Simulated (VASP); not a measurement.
Set up this calculation in VASP 6.6.1, as the native input.

* Task: single point
* Functional: PBE
* Potentials or basis: VASP PAW PBE potentials, release 64 (Cs_sv, Be, Ag)
* Cutoff: 520 eV
* k mesh: 6 × 6 × 4
* Occupations: gaussian, width 0.2 eV
* Spin: no spin polarisation
* Dipole correction: no
* Further INCAR settings: ALGO = Fast; EDIFF = 1e-07; NBANDS = 37

The structure of CsBe3Ag lies in POSCAR:

```
CsBe3Ag
1.0
    0.0000000000      4.7191685407      0.0000000000
    0.0000000000      0.0000000000      4.7191685407
    9.4383370814      0.0000000000      0.0000000000
Cs Be Ag
2 6 2
Direct
    0.5000000000      0.5000000000      0.2500000000
    0.5000000000      0.5000000000      0.7500000000
    0.0000000000      0.0000000000      0.2500000000
    0.0000000000      0.0000000000      0.7500000000
    0.0000000000      0.5000000000      0.0000000000
    0.0000000000      0.5000000000      0.5000000000
    0.5000000000      0.0000000000      0.0000000000
    0.5000000000      0.0000000000      0.5000000000
    0.0000000000      0.0000000000      0.0000000000
    0.0000000000      0.0000000000      0.5000000000
```

One way to write it, as run:

INCAR

```
SYSTEM = CsBe3Ag
ALGO = Fast
EDIFF = 1E-7
ENCUT = 520
GGA = PE
ISIF = 2
ISMEAR = 0
LASPH = .True.
LCHARG = .True.
LELF = .True.
LREAL = .False.
LVHAR = .True.
LWAVE = .False.
NBANDS = 37
NELM = 100
PREC = Accurate
SIGMA = 0.2
```

KPOINTS

```
k-points
0
Gamma
  6 6 4
  0 0 0
```

Potentials or basis: VASP PAW PBE potentials, release 64 (Cs_sv, Be, Ag).

The run is started by

```console
$ cat potpaw_PBE.64/Cs_sv/POTCAR potpaw_PBE.64/Be/POTCAR potpaw_PBE.64/Ag/POTCAR > POTCAR
$ mpirun -np 1 vasp_std > vasp.out
```

It gave:

| Property | Result |
| --- | --- |
| Pressure | 0.1 GPa |
| Band gap on the k mesh | zero (bands 26 and 27 overlap by 0.24 eV) |

Caveat: spin-orbit coupling is left out, which moves the levels of the heavy elements.

Run time: 2.1 min on 1 thread of Intel(R) Xeon(R) 6975P-C (Granite Rapids), with other jobs on the host, peak memory 0.41 GiB.
